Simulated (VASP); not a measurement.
**InO4: single point with PBE**

The system is InO4, a sheet with vacuum.

```
CELL_PARAMETERS angstrom
4.24593 0.00000 0.00000
0.00000 4.24593 0.00000
0.00000 0.00000 33.27183
ATOMIC_POSITIONS crystal
In 0.00000 0.00000 0.28523
O 0.00000 0.50000 0.28694
O 0.50000 0.00000 0.28694
O 0.00000 0.00000 0.35152
O 0.00000 0.00000 0.21936
```

| Quantity | Value |
| --- | --- |
| Program | VASP 6.6.1 |
| Task | single point |
| Functional | PBE |
| Potentials or basis | VASP PAW PBE potentials, release 64 (In_d, O) |
| Cutoff | 520 eV |
| k mesh | 10 × 10 × 1 |
| Occupations | gaussian, width 0.1 eV |
| Spin | collinear spin, ferromagnetic start |
| Starting moments | [0.0, 0.94, 0.94, 1.58, 1.54] μB |
| Dipole correction | yes |
| Further INCAR settings | ALGO = Normal; EDIFF = 1e-06; NBANDS = 30 |

```json
{
 "Largest force": "0.046 eV/Å",
 "Band gap on the k mesh": "zero (filled and empty bands overlap)",
 "Net moment": "5.00 μB per cell",
 "Site moments": "In -0.07; O +0.77, +1.28, +1.25 μB",
 "Valence electrons inside the program's atomic spheres": "In 11.36; O 4.82, 4.63, 4.64"
}
```

Forces on the atoms (eV/Å):
```
In   0.000  0.000  0.018
O    0.000  0.000 -0.004
O    0.000  0.000 -0.004
O    0.000  0.000  0.035
O    0.000  0.000 -0.046
```

Levels at points of the mesh, in eV from the Fermi level:
Spin up:
```tsv
k point	band 17	band 18	band 19	band 20	band 21	band 22	band 23	band 24	band 25	band 26
(0.00, 0.00, 0.00)	-2.57	-1.76	-1.76	-1.45	-1.29	3.74	6.94	7.19	7.95	8.12
(0.50, 0.00, 0.00)	-2.28	-1.94	-1.37	-1.26	-1.14	6.15	8.08	8.85	8.85	9.45
(0.50, 0.50, 0.00)	-1.28	-1.24	-1.24	-1.24	-0.57	7.99	8.97	8.97	9.58	9.63
```
Spin down:
```
           k point  band 12  band 13  band 14  band 15  band 16  band 17  band 18  band 19  band 20  band 21
(0.00, 0.00, 0.00)    -2.13    -1.67    -0.30    -0.09     0.20     0.20     0.26     0.26     0.36     0.36
(0.50, 0.00, 0.00)    -1.82    -0.74    -0.57    -0.19    -0.09     0.13     0.14     0.27     0.37     0.62
(0.50, 0.50, 0.00)    -0.94    -0.68    -0.68    -0.16    -0.03    -0.03     0.34     0.63     0.63     1.00
```

Run time: 18 min on 1 thread of AMD EPYC 9R45 96-Core Processor (Zen 5), with other jobs on the host, peak memory 1.1 GiB.

Caveat: spin-orbit coupling is left out, which moves the levels of the heavy elements.
